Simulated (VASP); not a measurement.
Set up this calculation in VASP 6.6.1, as the native input.

* Task: relaxation of cell and atoms
* Functional: PBE
* Potentials or basis: VASP PAW PBE potentials, release 64 (K_sv, Ta_pv, O)
* Cutoff: 600 eV
* k mesh: 2 × 2 × 3
* Occupations: gaussian, width 0.15 eV
* Spin: no spin polarisation
* Dipole correction: no
* Further INCAR settings: ALGO = Normal; EDIFF = 1e-07; IBRION = 2; EDIFFG = -0.08; NSW = 36; ISIF = 3

The structure of K3TaO3 lies in POSCAR:

```
K3TaO3
1.0
    6.3544578200      0.0000000000      0.0000000000
   -3.1772289100      5.5031219000      0.0000000000
    0.0000000000      0.0000000000      5.1284649800
K Ta O
3 1 3
Direct
    0.5000000000      0.0000000000      0.5000000000
    0.0000000000      0.5000000000      0.5000000000
    0.5000000000      0.5000000000      0.5000000000
    0.0000000000      0.0000000000      0.5000000000
    0.5000000000      0.0000000000      0.0000000000
    0.0000000000      0.5000000000      0.0000000000
    0.5000000000      0.5000000000      0.0000000000
```

The cell was built from a structure type or drawn by symmetry, and may not be a known phase.

These files were run (other wordings do the same):

INCAR

```
SYSTEM = K3TaO3
PREC = Accurate ; ENCUT = 600
EDIFF = 1E-7 ; ISMEAR = 0
SIGMA = 0.15 ; LREAL = .False.
LASPH = .True. ; NELM = 60
ALGO = Normal ; ISIF = 3
LWAVE = .False. ; LCHARG = .False.
GGA = PE ; IBRION = 2
NSW = 36 ; EDIFFG = -0.08
```

KPOINTS

```
regular mesh
0
Gamma
  2 2 3
  0 0 0
```

Potentials or basis: VASP PAW PBE potentials, release 64 (K_sv, Ta_pv, O).

Launch:

```bash
$ cat potpaw_PBE.64/K_sv/POTCAR potpaw_PBE.64/Ta_pv/POTCAR potpaw_PBE.64/O/POTCAR > POTCAR
$ mpirun -np 1 vasp_std > vasp.out
```

Results of the run:

The relaxed volume is 32.84 Å³/atom and the relaxed cell is a = 7.725 Å, b = 7.725 Å, c = 4.448 Å, α = 90.00°, β = 90.00°, γ = 120.00°. The space group after relaxing (to 0.1 Å) is P6/mmm (No. 191). The energy gained by relaxing is 231.3 meV/atom, the ionic steps are 11 and the pressure after relaxing is 0.0 GPa. The band gap on the k mesh is zero (bands 28 and 29 overlap by 0.19 eV).

Caveat: the k points lie up to 0.47 Å⁻¹ apart in the final cell; the volume moved by over 15 % at a fixed basis, so the end points are rough; spin-orbit coupling is left out, which moves the levels of the heavy elements.

Wall time 11 min on 1 thread of Intel(R) Xeon(R) 6975P-C (Granite Rapids), on a shared host, peak memory 0.37 GiB.
